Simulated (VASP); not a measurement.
Input of a VASP 6.6.1 run:

Contents of INCAR:

```
SYSTEM = Lu2AlSb2
PREC = Accurate
ENCUT = 520
EDIFF = 1E-6
ISMEAR = 1
SIGMA = 0.0161
LREAL = .False.
LASPH = .True.
NELM = 60
ALGO = Normal
ISIF = 2
LWAVE = .False.
LCHARG = .False.
GGA = PE
NBANDS = 40
```

Contents of KPOINTS:

```
regular mesh
0
Gamma
  5 5 5
  0 0 0
```

The input POSCAR:

```
Lu2AlSb2
1.0
    0.0000000000     -0.0000003225      4.0287681881
    4.1180910554     -3.7338163441      2.0143837952
    4.1180910554      3.7338163441     -2.0143837952
Lu Sb Al
2 2 1
Direct
    0.5000000000      0.7184145910      0.7184145910
    0.5000000000      0.2815854090      0.2815854090
    0.7805401384      0.7194598616      0.2805401384
    0.2194598616      0.2805401384      0.7194598616
    0.0000000000      0.0000000000      0.0000000000
```

Potentials or basis: VASP PAW PBE potentials, release 64 (Lu, Sb, Al).

Run with:

```console
$ cat potpaw_PBE.64/Lu/POTCAR potpaw_PBE.64/Sb/POTCAR potpaw_PBE.64/Al/POTCAR > POTCAR
$ mpirun -np 1 vasp_std > vasp.out
```

Predict the largest force.

0.006 eV/Å.

Estimate the pressure.

0.2 GPa.

Estimate the band gap on the k mesh.

zero (an odd number of electrons rules out a gap without spin polarisation).

Stress tensor (GPa, compression positive):
```
0.16 0.00 0.00
0.00 0.23 0.00
0.00 0.00 0.14
```

Caveat: spin-orbit coupling is left out, which moves the levels of the heavy elements.
